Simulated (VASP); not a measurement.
Runs of VASP 6.6.1 on ZrB. The structure is that of space group Fm-3m (No. 225), or close to it. The cells are those of the table. 

```csv
cell,gap on the mesh (eV),pressure (GPa)
"a = 3.416, b = 3.537, c = 3.537 Å, angles 57.7, 61.1, 61.1°, 2 atoms",none,-9.0
"a = 3.416, b = 3.456, c = 3.456 Å, angles 59.2, 60.4, 60.4°, 2 atoms",none,-3.4
"a = 3.416, b = 3.376, c = 3.376 Å, angles 60.8, 59.6, 59.6°, 2 atoms",none,(b)
"a = 3.354, b = 3.313, c = 3.376 Å, angles 60.2, 59.0, 60.8°, 2 atoms",none,12.9
"a = 3.416, b = 3.497, c = 3.497 Å, angles 58.5, 60.8, 60.8°, 2 atoms",none,(a)
"a = 3.543, b = 3.543, c = 3.416 Å, angles 61.2, 61.2, 57.6°, 2 atoms",none,-9.3
"a = 3.354, b = 3.273, c = 3.337 Å, angles 61.0, 58.6, 60.5°, 2 atoms",none,18.8
"a = 3.479, b = 3.479, c = 3.416 Å, angles 60.6, 60.6, 58.8°, 2 atoms",none,(c)
"a = 3.416 Å, angles 60.0°, 2 atoms",none,0.4
```

Alike in all rows: task single point; level LDA; potentials or basis VASP PAW LDA potentials, release 64 (Zr_sv, B); no spin polarisation; k mesh 16 × 16 × 16; cutoff (eV) 520; smearing gaussian 0.15 eV.

**Question.** Estimate the missing entries.

**Answer.** (a) -6.5; (b) 4.9; (c) -5.3.

A k mesh can miss the band edges, and the runs leave out spin-orbit coupling on Zr.

A gap of «none» marks levels without a gap at the run's occupations.
